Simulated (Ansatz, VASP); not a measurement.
## Two plane-wave programs on Mg

File INCAR:

```
ALGO = Normal
EDIFF = 1E-7
ENCUT = 520
GGA = PE
ISIF = 2
ISMEAR = 0
LASPH = True
LCHARG = False
LREAL = False
LWAVE = False
NBANDS = 7
NELM = 60
PREC = Accurate
SIGMA = 0.15
```

Contents of KPOINTS:

```
k-points
0
Gamma
  18 18 18
```

Contents of POSCAR:

```
Mg
1.0
   -1.6309433370      1.6309433370      1.7018539168
    1.6309433370     -1.6309433370      1.7018539168
    1.6309433370      1.6309433370     -1.7018539168
Mg
1
Direct
    0.0000000000      0.0000000000      0.0000000000
```

Input for Ansatz:

```yaml
crystal:
  lattice:
    - [-1.630943337, 1.630943337, 1.7018539168]
    - [1.630943337, -1.630943337, 1.7018539168]
    - [1.630943337, 1.630943337, -1.7018539168]
  atoms:
    - { symbol: Mg, position: [0.0, 0.0, 0.0] }
basis:
  ecutwfc: 420
kpoints:
  mp_grid: { grid: [18, 18, 18] }
hamiltonian:
  xc: pbe
scf:
  occupations: { method: gaussian, width: 0.15 }
output:
  forces: true
  stress: true
  eigenvalues: true
  write_density: true
  write_potential: true
  elf: true
  volumetric_format: npy
```

Change from the starting cell: strain -0.080 along x and y, -0.040 along z, atoms carried along.

Alike in both runs: task single point; functional PBE; k mesh 18 × 18 × 18; occupations gaussian, width 0.15 eV; no spin polarisation.

```csv
,VASP,Ansatz
version,VASP 6.6.1,Ansatz 0.2.0
potentials or method,"VASP PAW PBE potentials, release 64 (Mg), cutoff 520 eV","scalar-relativistic, plane waves, PAW"
valence electrons in the cell,2,10
```

Ansatz gave:

- gap on the k mesh at the Fermi level (eV): none
- pressure (GPa): 13.3
- traceless stress, the component that is largest in VASP (GPa): 0.17

Question: What did VASP give for the same quantities?

Answer: gap on the k mesh at the Fermi level (eV): none; pressure (GPa): 13.2; traceless stress, the component that is largest in VASP (GPa): 0.17.

A gap of «none» marks a metal or a gap that the smearing closes. VASP's potentials hold 2 valence electrons a cell and Ansatz's 10, so a difference there can come from the potentials and not from the codes.
